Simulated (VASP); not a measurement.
The system is S.

```
S
1.0
     5.66565    0.00000    0.00000
    -2.83282    4.90659    0.00000
     0.00000    0.00000    3.47329
S
3
Cartesian
  0.0000 0.0000 0.0000
  0.0000 3.2711 1.7366
  2.8328 1.6355 1.7366
```

- Program: VASP 6.6.1
- Task: relaxation of cell and atoms
- Functional: PBEsol
- Potentials or basis: VASP PAW PBE potentials, release 64 (S)
- Cutoff: 600 eV
- k mesh: 6 × 6 × 6
- Occupations: gaussian, width 0.1 eV
- Spin: no spin polarisation

At the start: pressure -12.5 GPa; volume 32.18 Å³/atom.

Question: How do energy, volume and symmetry change on relaxing?

Answer: Over 38 steps the energy falls by 1858.5 meV/atom and the volume is 21.99 Å³/atom (-31.7 %); space group P6/mmm (No. 191, to 0.05 Å).

The path:
```
step  energy change (eV)  largest force (eV/Å)  pressure (GPa)  volume (Å³)
   1              0.0000                0.0000          -12.52        96.55
   2             -2.8532                0.0000          -15.70        65.49
   3             40.2659                0.0000         1230.74        13.13
   4             -3.3064                0.0000          -14.78        60.75
   5             -3.1850                0.0000           40.08        35.30
   6             -4.1239                0.0000           -7.21        49.78
   7             -4.2187                0.0000            2.19        44.55
   8             -4.2256                0.0000           -0.21        45.65
   9             -4.2359                0.0000           -0.29        45.58
  10             -4.2903                0.0000           -0.39        45.35
  11             -4.4100                0.0000            0.90        44.74
  12             -4.7861                0.0000           11.80        42.92
  13              8.5456                0.0000          186.92        36.67
  14             -4.7957                0.0000           12.98        42.79
  15             -4.7940                0.0000           14.24        42.68
  16             -4.7942                0.0000           14.30        42.68
  17             -4.7947                0.0000           14.46        42.68
  18             -4.7952                0.0000           14.79        42.68
  19             -4.7959                0.0000           14.79        42.69
  20             -4.7982                0.0000           14.72        42.71
  21             -4.8026                0.0000           14.59        42.76
  22             -4.8114                0.0000           14.32        42.86
  23             -4.8287                0.0000           13.81        43.05
  24             -4.8617                0.0000           12.81        43.45
  25             -4.9227                0.0000           10.93        44.24
  26             -5.0249                0.0000            7.54        45.85
  27             -5.1591                0.0000            2.14        49.17
  28             -5.2355                0.0000           -4.73        56.24
  29             -5.3136                0.0000           -4.40        57.35
  30             -5.4713                0.0000           -2.91        60.66
  31             -5.5312                0.0000            2.66        67.19
  32             -5.5545                0.0000           -0.76        63.53
  33             -5.5736                0.0000            0.82        65.37
  34             -5.5747                0.0000            0.50        65.03
  35             -5.5753                0.0000            0.35        65.33
  36             -5.5756                0.0000            0.15        65.75
  37             -5.5756                0.0000            0.10        65.87
  38             -5.5756                0.0000            0.06        65.96
```

Final structure:
```
S
1.0
     6.01016    0.00000    0.00000
    -3.00508    5.20495    0.00000
     0.00000    0.00000    2.10855
S
3
Direct
  0.00000 0.00000 0.00000
  0.33333 0.66667 0.50000
  0.66667 0.33333 0.50000
```

Caveat: the volume moved by over 15 % at a fixed basis, so the end points are rough; the PAW data sets were made with another functional, which shifts forces and pressure a little.
